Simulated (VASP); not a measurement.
Wanted: the native input for a VASP 6.6.1 run.

```
Task                   : single point
Functional             : LDA
Potentials or basis    : VASP PAW LDA potentials, release 64 (Cd, Se)
Cutoff                 : 520 eV
k mesh                 : 6 × 6 × 4
Occupations            : gaussian, width 0.01 eV
Spin                   : no spin polarisation
Dipole correction      : no
Further INCAR settings : ALGO = Normal; EDIFF = 1e-06; NBANDS = 26
```

The structure of CdSe (Cadmoselite) lies in POSCAR:

```
CdSe
1.0
    4.2258471399      0.0000000000      0.0000000000
   -2.1129235699      3.6596909756      0.0000000000
    0.0000000000      0.0000000000      6.9737369976
Cd Se
2 2
Direct
    0.3333333333      0.6666666667      0.0059482096
    0.6666666667      0.3333333333      0.5059482096
    0.3333333333      0.6666666667      0.3790517904
    0.6666666667      0.3333333333      0.8790517904
```

This cell differs from its parent crystal: in-plane strain -0.005, then relaxed in part.

These files were run (other wordings do the same):

INCAR

```
SYSTEM = CdSe
PREC = Accurate
ENCUT = 520
EDIFF = 1E-6
ISMEAR = 0
SIGMA = 0.01
LREAL = .FALSE.
LASPH = .TRUE.
NELM = 80
ALGO = Normal
ISIF = 2
LWAVE = .FALSE.
LCHARG = .FALSE.
NBANDS = 26
```

KPOINTS

```
regular mesh
0
G
  6 6 4
  0 0 0
```

Potentials or basis: VASP PAW LDA potentials, release 64 (Cd, Se).

Command:

```sh
$ cat potpaw_LDA.64/Cd/POTCAR potpaw_LDA.64/Se/POTCAR > POTCAR
$ mpirun -np 1 vasp_std > vasp.out
```

Results of the run:

The pressure is 0.8 GPa and the largest force is 0.003 eV/Å. The band gap on the k mesh is 0.48 eV, direct.

Caveat: the cell differs from its parent crystal (in-plane strain -0.005, then relaxed in part).

It took 17 s on 1 thread of Intel(R) Xeon(R) 6975P-C (Granite Rapids), with other jobs on the host, peak memory 0.21 GiB.
